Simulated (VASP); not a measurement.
# Si2Ni (Fm-3m) in VASP: settings compared

Aim: see how the results for Si2Ni move with the level of theory and the settings. Levels: PBE+U, PBEsol+D3(BJ)+U, revPBE+D4+U. Tasks: single point.

All numbers are computed with VASP 6.6.1; they aren't measurements. Logs are shortened: lines on timing, memory, paths and dates and some standing lists are left out, and cuts for length are marked.

## (1) The cell of the first run

The structure is cubic, space group Fm-3m (No. 225). The conventional cell has a = 5.448 Å, b = 5.448 Å, c = 5.448 Å, α = 90.00°, β = 90.00°, γ = 90.00°. Within 3.1 Å of Ni (site symmetry m-3m) lie 8 Si at 2.36 Å. Within 3.1 Å of Si (site symmetry -43m) lie 4 Ni at 2.36 Å and 6 Si at 2.72 Å.

## (2) Single point, PBE+U, collinear spin, ferromagnetic start

Contents of INCAR:

```
PREC = Accurate
ENCUT = 590
EDIFF = 1E-6
ISMEAR = -1
SIGMA = 0.05
LREAL = F
LASPH = T
NELM = 200
ALGO = Normal
ISIF = 2
LWAVE = F
LCHARG = F
ISPIN = 2
MAGMOM = 1 0 0
LORBIT = 11
LMAXMIX = 4
LDAU = T
LDAUTYPE = 2
LDAUL = 2 -1
LDAUU = 3 0
LDAUJ = 0 0
LDAUPRINT = 1
GGA = PE
NBANDS = 24
GGA_COMPAT = F
```

Contents of KPOINTS:

```
regular mesh
0
Gamma
  9 9 9
```

Contents of POSCAR:

```
Si2Ni
1.0
    0.0000000000      2.7242403245      2.7242403245
    2.7242403245      0.0000000000      2.7242403245
    2.7242403245      2.7242403245      0.0000000000
Ni Si
1 2
Direct
    0.0000000000      0.0000000000      0.0000000000
    0.7500000000      0.7500000000      0.7500000000
    0.2500000000      0.2500000000      0.2500000000
```

Potentials or basis: VASP PAW PBE potentials, release 64 (Ni_sv_GW, Si).

Run with:

```sh
> cat potpaw_PBE.64/Ni_sv_GW/POTCAR potpaw_PBE.64/Si/POTCAR > POTCAR
> mpirun -np 1 vasp_std > vasp.out
```

OUTCAR:

```text
PREC = Accurate
   ENCUT = 590
   EDIFF = 1E-6
   ISMEAR = -1
   LREAL = F
   LASPH = T
   NELM = 200
   ISIF = 2
   ISPIN = 2
   LORBIT = 11
   GGA = PE

 ion  position               nearest neighbor table
   1  0.000  0.000  0.000-   2 2.36   2 2.36   2 2.36   2 2.36   3 2.36   3 2.36   3 2.36   3 2.36

   2  0.750  0.750  0.750-   1 2.36   1 2.36   1 2.36   1 2.36   3 2.72   3 2.72   3 2.72   3 2.72
                             3 2.72   3 2.72
   3  0.250  0.250  0.250-   1 2.36   1 2.36   1 2.36   1 2.36   2 2.72   2 2.72   2 2.72   2 2.72
                             2 2.72   2 2.72

  LATTYP: Found a face centered cubic cell.
 ALAT       =     5.4484806490

  Lattice vectors:

 A1 = (   0.0000000000,   2.7242403245,   2.7242403245)
 A2 = (   2.7242403245,   0.0000000000,   2.7242403245)
 A3 = (   2.7242403245,   2.7242403245,   0.0000000000)

Analysis of symmetry for initial positions (statically):
=====================================================================
 Subroutine PRICEL returns:
 Original cell was already a primitive cell.

 Routine SETGRP: Setting up the symmetry group for a
 face centered cubic supercell.

 Subroutine GETGRP returns: Found 48 space group operations
 (whereof 48 operations were pure point group operations)
 out of a pool of 48 trial point group operations.

The static configuration has the point symmetry O_h .

Analysis of symmetry for dynamics (positions and initial velocities):
=====================================================================
 Subroutine PRICEL returns:
 Original cell was already a primitive cell.

 Routine SETGRP: Setting up the symmetry group for a
 face centered cubic supercell.

 Subroutine GETGRP returns: Found 48 space group operations
 (whereof 48 operations were pure point group operations)
 out of a pool of 48 trial point group operations.

The dynamic configuration has the point symmetry O_h .

Analysis of structural, dynamic, and magnetic symmetry:
=====================================================================
 Subroutine PRICEL returns:
 Original cell was already a primitive cell.

 Routine SETGRP: Setting up the symmetry group for a
 face centered cubic supercell.

 Subroutine GETGRP returns: Found 48 space group operations
 (whereof 48 operations were pure point group operations)
 out of a pool of 48 trial point group operations.

The overall configuration has the point symmetry O_h .

 Subroutine INISYM returns: Found 48 space group operations
 (whereof 48 operations are pure point group operations),
 and found     1 'primitive' translations

----------------------------------------------------------------------------------------

                                     Primitive cell

  volume of cell :      40.4358

  direct lattice vectors                    reciprocal lattice vectors
     0.000000000  2.724240325  2.724240325    -0.183537405  0.183537405  0.183537405
     2.724240325  0.000000000  2.724240325     0.183537405 -0.183537405  0.183537405
     2.724240325  2.724240325  0.000000000     0.183537405  0.183537405 -0.183537405

  length of vectors
     3.852657614  3.852657614  3.852657614     0.317896111  0.317896111  0.317896111

  position of ions in fractional coordinates (direct lattice)
     0.000000000  0.000000000  0.000000000
     0.750000000  0.750000000  0.750000000
     0.250000000  0.250000000  0.250000000

  ion indices of the primitive-cell ions
   primitive index   ion index
                 1           1
                 2           2
                 3           3

----------------------------------------------------------------------------------------

 KPOINTS: regular mesh

Automatic generation of k-mesh.
 Grid dimensions read from file:
 generate k-points for:    9    9    9

 Generating k-lattice:

  Cartesian coordinates                     Fractional coordinates (reciprocal lattice)
    -0.020393045  0.020393045  0.020393045     0.111111111  0.000000000  0.000000000
     0.020393045 -0.020393045  0.020393045     0.000000000  0.111111111  0.000000000
     0.020393045  0.020393045 -0.020393045     0.000000000  0.000000000  0.111111111

  Length of vectors
     0.035321790  0.035321790  0.035321790

  Shift w.r.t. Gamma in fractional coordinates (k-lattice)
     0.000000000  0.000000000  0.000000000

 Subroutine IBZKPT returns following result:
 ===========================================

 Found     35 irreducible k-points:

 Following reciprocal coordinates:
            Coordinates               Weight
  0.000000  0.000000  0.000000      1.000000
  0.111111  0.000000  0.000000      8.000000
  0.222222  0.000000  0.000000      8.000000
  0.333333  0.000000  0.000000      8.000000
  0.444444  0.000000  0.000000      8.000000
  0.111111  0.111111  0.000000      6.000000
[... 16 lines left out ...]
 -0.333333  0.333333  0.000000     12.000000
  0.444444  0.444444  0.000000      6.000000
 [... further k-points ...]
[... 78 lines left out ...]
 -0.0000  0.0000 -0.0000  0.7661  0.0000
  0.0000 -0.0000  0.0000  0.0000  0.8392

 occupancies and eigenvectors

  o =  0.7661  v =  0.0000  0.0000  0.0000  0.0000  0.0000  1.0000  0.0000  0.0000  0.0000  0.0000      0.0000  0.0000  0.0000  0.0000  0.0000  0.0000  0.0000  0.0000  0.0000  0.0000
  o =  0.7661  v =  0.0000  0.0000  0.0000  0.0000  0.0000  0.0000 -0.2771  0.0000  0.9608 -0.0000      0.0000  0.0000  0.0000  0.0000  0.0000  0.0000  0.0000  0.0000  0.0000  0.0000
  o =  0.7661  v =  0.0000  0.0000  0.0000  0.0000  0.0000  0.0000  0.9608 -0.0000  0.2771  0.0000      0.0000  0.0000  0.0000  0.0000  0.0000  0.0000  0.0000  0.0000  0.0000  0.0000
  o =  0.7661  v =  0.0000 -0.7267 -0.0000 -0.6869 -0.0000  0.0000  0.0000  0.0000  0.0000  0.0000      0.0000  0.0000  0.0000  0.0000  0.0000  0.0000  0.0000  0.0000  0.0000  0.0000
  o =  0.7661  v =  1.0000  0.0000  0.0000  0.0000  0.0000  0.0000  0.0000  0.0000  0.0000  0.0000      0.0000  0.0000  0.0000  0.0000  0.0000  0.0000  0.0000  0.0000  0.0000  0.0000
  o =  0.7661  v =  0.0000  0.6869  0.0000 -0.7267  0.0000  0.0000  0.0000  0.0000  0.0000  0.0000      0.0000  0.0000  0.0000  0.0000  0.0000  0.0000  0.0000  0.0000  0.0000  0.0000
  o =  0.8392  v =  0.0000  0.0000  0.0000  0.0000  0.0000  0.0000  0.0000  0.9866  0.0000  0.1633      0.0000  0.0000  0.0000  0.0000  0.0000  0.0000  0.0000  0.0000  0.0000  0.0000
  o =  0.8392  v =  0.0000  0.0000  0.0000  0.0000  0.0000  0.0000 -0.0000 -0.1633 -0.0000  0.9866      0.0000  0.0000  0.0000  0.0000  0.0000  0.0000  0.0000  0.0000  0.0000  0.0000
  o =  0.8392  v =  0.0000 -0.0000  0.9991  0.0000 -0.0430  0.0000  0.0000  0.0000  0.0000  0.0000      0.0000  0.0000  0.0000  0.0000  0.0000  0.0000  0.0000  0.0000  0.0000  0.0000
  o =  0.8392  v =  0.0000 -0.0000  0.0430  0.0000  0.9991  0.0000  0.0000  0.0000  0.0000  0.0000      0.0000  0.0000  0.0000  0.0000  0.0000  0.0000  0.0000  0.0000  0.0000  0.0000

 number of electron      26.0000002 magnetization       0.0000514

 Free energy of the ion-electron system (eV)
  ---------------------------------------------------
  ext. energy  EPLUGINS =         0.00000000
  ---------------------------------------------------
  free energy    TOTEN  =       -15.87488010 eV

  energy without entropy =      -15.86869192  energy(sigma->0) =      -15.87178601

 E-fermi :   9.6282     XC(G=0): -11.6310

 val. band max:        9.5306999005   @ k =   0.3333   0.2222   0.0000
 cond. band min:       9.7117142098   @ k =  -0.4444   0.4444   0.1111
 fundamental gap:      0.1810143093
 Fermi energy:         9.6281720131

 spin component 1

 k-point     1 :       0.0000    0.0000    0.0000
  band No.  band energies     occupation
      1     -94.1175      1.00000
      2     -54.5433      1.00000
      3     -54.5433      1.00000
      4     -54.5433      1.00000
      5      -3.9629      1.00000
      6       4.5058      1.00000
[... 637 lines left out ...]
     23      23.2825      0.00000
     24      23.2833      0.00000

 [... further k-points ...]

 spin component 2

 k-point     1 :       0.0000    0.0000    0.0000
  band No.  band energies     occupation
      1     -94.1174      1.00000
      2     -54.5432      1.00000
      3     -54.5432      1.00000
      4     -54.5432      1.00000
      5      -3.9629      1.00000
      6       4.5059      1.00000
[... 637 lines left out ...]
     23      23.2826      0.00000
     24      23.4417      0.00000

 [... further k-points ...]
[... 5 lines left out ...]
  --------------------------------------------------------------------------------------
  -------------------------------------------------------------------------------------
  Total       -0.4742229     -0.4742229     -0.4742229      0.0000000      0.0000000     -0.0000000
  in kB      -18.7900041    -18.7900041    -18.7900041      0.0000000      0.0000000     -0.0000000
  external PRESSURE =     -18.7900041 kB  Pullay stress =       0.0000000 kB

 VOLUME and BASIS-vectors are now :
 -----------------------------------------------------------------------------
  energy-cutoff  :      590.00
  volume of cell :       40.44
      direct lattice vectors                 reciprocal lattice vectors
     0.000000000  2.724240325  2.724240325    -0.183537405  0.183537405  0.183537405
     2.724240325  0.000000000  2.724240325     0.183537405 -0.183537405  0.183537405
     2.724240325  2.724240325  0.000000000     0.183537405  0.183537405 -0.183537405

 POSITION                                       TOTAL-FORCE (eV/Angst)
 -----------------------------------------------------------------------------------
      0.00000      0.00000      0.00000         0.000000      0.000000     -0.000000
      4.08636      4.08636      4.08636        -0.000000     -0.000000     -0.000000
      1.36212      1.36212      1.36212         0.000000      0.000000      0.000000
 -----------------------------------------------------------------------------------
    total drift:                                0.000000     -0.000000      0.000000

  FREE ENERGIE OF THE ION-ELECTRON SYSTEM (eV)
  ---------------------------------------------------
  free  energy   TOTEN  =       -15.8748801027 eV

  energy  without entropy=      -15.8686919217  energy(sigma->0) =      -15.87178601

 total charge

# of ion       s       p       d       f       tot
--------------------------------------------------
    1        2.255   6.452   7.918   0.003  16.628
    2        0.750   0.826   0.000   0.000   1.576
    3        0.750   0.826   0.000   0.000   1.576
--------------------------------------------------
tot          3.755   8.103   7.918   0.003  19.779

 magnetization (x)

# of ion       s       p       d       f       tot
--------------------------------------------------
    1       -0.000  -0.000   0.000   0.000   0.000
    2        0.000   0.000   0.000   0.000   0.000
    3        0.000   0.000   0.000   0.000   0.000
--------------------------------------------------
tot          0.000  -0.000   0.000   0.000   0.000
```

Run time: 72 s. Hardware: 1 thread of AMD EPYC 9R45 (Zen 5), shared host; peak memory 0.22 GiB.

Results:

* Free energy: -15.8749 eV
* Pressure: -1.9 GPa
* Band gap on the k mesh: zero (filled and empty bands overlap)
* Net moment: 0.00 μB per cell
* Valence electrons inside the program's atomic spheres: Ni 16.63; Si 1.58

Eigenvalues of the final occupation matrices:
| site | spin | trace | eigenvalues |
| --- | --- | --- | --- |
| site 1 d | 1 | 3.98 | 0.77 0.77 0.77 0.84 0.84 |
| site 1 d | 2 | 3.98 | 0.77 0.77 0.77 0.84 0.84 |

Caveat: the U is typed as a test and isn't derived for this compound. The state reached can hang on the start; a lower one may exist.

## (3) Single point, PBEsol+D3(BJ)+U, collinear spin, zero start

This run uses another cell than the first one, of 13.17 Å³/atom.

Contents of INCAR:

```
SYSTEM = Si2Ni
PREC     = Accurate       ! precision mode
ENCUT    = 520            ! plane-wave cutoff, eV
EDIFF    = 1E-6           ! SCF threshold, eV
ISMEAR   = -5             ! smearing method
SIGMA    = 0.1            ! smearing width, eV
LREAL    = .FALSE.        ! projectors in reciprocal space
LASPH    = .TRUE.         ! aspherical terms in the spheres
NELM     = 150            ! most SCF steps
ALGO     = Normal         ! electronic algorithm
ISIF     = 2              ! what is computed and relaxed
LWAVE    = .FALSE.        ! write WAVECAR
LCHARG   = .TRUE.         ! write CHGCAR
ISPIN    = 2              ! spin polarisation
MAGMOM   = 0 0 0          ! initial moments
LORBIT   = 11             ! projections on sites
LMAXMIX  = 4              ! l up to which the mixer works
LDAU     = .TRUE.         ! DFT+U
LDAUTYPE = 2            
LDAUL    = 2 -1           ! shell
LDAUU    = 6 0            ! U, eV
LDAUJ    = 0 0          
LDAUPRINT= 1            
GGA      = PS             ! functional
IVDW     = 12             ! dispersion correction
LELF     = .TRUE.         ! ELF
LVHAR    = .TRUE.       
NBANDS   = 20             ! bands
```

Contents of KPOINTS:

```
regular mesh
0
G
  9 9 9
  0 0 0
```

Contents of POSCAR:

```
Si2Ni
1.0
    0.0000000000      2.7030000000      2.7030000000
    2.7030000000      0.0000000000      2.7030000000
    2.7030000000      2.7030000000      0.0000000000
Ni Si
1 2
Direct
    0.0000000000      0.0000000000      0.0000000000
    0.7500000000      0.7500000000      0.7500000000
    0.2500000000      0.2500000000      0.2500000000
```

Potentials or basis: VASP PAW PBE potentials, release 64 (Ni, Si).

Run with:

```sh
> cat potpaw_PBE.64/Ni/POTCAR potpaw_PBE.64/Si/POTCAR > POTCAR
> mpirun -np 1 vasp_std > vasp.out
```

It took 36 s on 1 thread of Intel Xeon Platinum 8488C (Sapphire Rapids), shared host; peak memory 0.2 GiB.

It converged, with:

```yaml
Free_energy: -16.6853 eV
Pressure: -12.2 GPa
Band_gap_on_the_k_mesh: zero (filled and empty bands overlap)
Net_moment: 0.00 μB per cell
Valence_electrons_inside_the_program's_atomic_spheres: Ni 10.08; Si 1.57
Dispersion_energy_per_atom: -0.388 eV
```

Levels at points of the mesh, in eV from the Fermi level:
Spin up:
```tsv
k point	band 5	band 6	band 7	band 8	band 9	band 10	band 11	band 12	band 13	band 14
(0.00, 0.00, 0.00)	-4.32	-4.32	-0.06	1.64	1.64	1.64	2.73	2.73	2.73	4.94
```
Spin down:
| k point | band 7 | band 8 | band 9 | band 10 | band 11 | band 12 |
| --- | --- | --- | --- | --- | --- | --- |
| (0.00, 0.00, 0.00) | -0.06 | 1.64 | 1.64 | 1.64 | 2.73 | 2.73 |

Eigenvalues of the final occupation matrices:
```
    site  spin  trace               eigenvalues
site 1 d     1   4.42  0.86 0.86 0.86 0.92 0.92
site 1 d     2   4.42  0.86 0.86 0.86 0.92 0.92
```

Caveat: three body term missing; the cell stands under tension; the PAW data sets were made with another functional, which shifts forces and pressure a little; the U is typed as a test and isn't derived for this compound; tetrahedron occupations give inexact forces and stress in metals.

## (4) Single point, revPBE+D4+U, collinear spin, ferromagnetic start

This run uses another cell than the first one, of 13.17 Å³/atom.

Contents of INCAR:

```
  PREC = Accurate
  ENCUT = 590
  EDIFF = 1E-6
  ISMEAR = 0
  SIGMA = 0.05
  LREAL = False
  LASPH = True
  NELM = 200
  ALGO = Normal
  ISIF = 2
  LWAVE = False
  LCHARG = False
  ISPIN = 2
  MAGMOM = 1 0 0
  LORBIT = 11
  LMAXMIX = 4
  LDAU = True
  LDAUTYPE = 2
  LDAUL = 2 -1
  LDAUU = 5 0
  LDAUJ = 0 0
  LDAUPRINT = 1
  GGA = RE
  IVDW = 13
  NBANDS = 24
  GGA_COMPAT = False
```

Contents of KPOINTS:

```
Automatic mesh
0
Gamma
  9 9 9
```

POSCAR is that of step 3.

Potentials or basis: VASP PAW PBE potentials, release 64 (Ni_sv_GW, Si).

Run with:

```sh
> cat potpaw_PBE.64/Ni_sv_GW/POTCAR potpaw_PBE.64/Si/POTCAR > POTCAR
> mpirun -np 1 vasp_std > vasp.out
```

Wall time 2.6 min (1 thread of Intel Xeon Platinum 8488C (Sapphire Rapids), shared host); peak memory 0.24 GiB.

It converged, with:

| Property | Result |
| --- | --- |
| Free energy | -15.7560 eV |
| Pressure | -6.3 GPa |
| Band gap on the k mesh | zero (filled and empty bands overlap) |
| Net moment | 0.00 μB per cell |
| Valence electrons inside the program's atomic spheres | Ni 16.68; Si 1.59 |
| Dispersion energy per atom | -0.814 eV |

Levels at points of the mesh, in eV from the Fermi level:
Spin up:
| k point | band 9 | band 10 | band 11 | band 12 | band 13 | band 14 | band 15 | band 16 | band 17 | band 18 |
| --- | --- | --- | --- | --- | --- | --- | --- | --- | --- | --- |
| (0.00, 0.00, 0.00) | -4.04 | -4.04 | -0.26 | 1.65 | 1.65 | 1.65 | 2.38 | 2.38 | 2.38 | 4.72 |
Spin down:
```
           k point  band 10  band 11  band 12  band 13  band 14  band 15  band 16  band 17
(0.00, 0.00, 0.00)    -4.03    -0.26     1.65     1.65     1.65     2.38     2.38     2.38
```

Eigenvalues of the final occupation matrices:
| site | spin | trace | eigenvalues |
| --- | --- | --- | --- |
| site 1 d | 1 | 4.00 | 0.77 0.77 0.77 0.84 0.84 |
| site 1 d | 2 | 4.00 | 0.77 0.77 0.77 0.84 0.84 |

Caveat: the cell stands under tension; the PAW data sets were made with another functional, which shifts forces and pressure a little; the U is typed as a test and isn't derived for this compound. The state reached can hang on the start; a lower one may exist.

## (5) Summary

```csv
level,potentials or basis,spin,U,cell,cutoff (eV),smearing,gap on the mesh (eV),pressure (GPa),moment (μB)
PBE+U,"VASP PAW PBE potentials, release 64 (Ni_sv_GW, Si)","collinear, ferromagnetic start",Ni d U = 3.0 eV,"a = 3.853 Å, angles 60.0°, 3 atoms",590,fermi-dirac 0.05 eV,none,-1.9,0.00
PBEsol+D3(BJ)+U,"VASP PAW PBE potentials, release 64 (Ni, Si)","collinear, zero start",Ni d U = 6.0 eV,"a = 3.823 Å, angles 60.0°, 3 atoms",520,tetrahedron,none,-12.2,0.00
revPBE+D4+U,"VASP PAW PBE potentials, release 64 (Ni_sv_GW, Si)","collinear, ferromagnetic start",Ni d U = 5.0 eV,"a = 3.823 Å, angles 60.0°, 3 atoms",590,gaussian 0.05 eV,none,-6.3,0.00
```

Alike in all rows: task single point; k mesh 9 × 9 × 9.

Caveats: the U is typed as a test and isn't derived for this compound; the cell stands under tension (at least some runs); the PAW data sets were made with another functional, which shifts forces and pressure a little (at least some runs); three body term missing (at least some runs); tetrahedron occupations give inexact forces and stress in metals (at least some runs).

Total energies depend on the potentials used, so only differences within one code and one set of settings carry meaning.
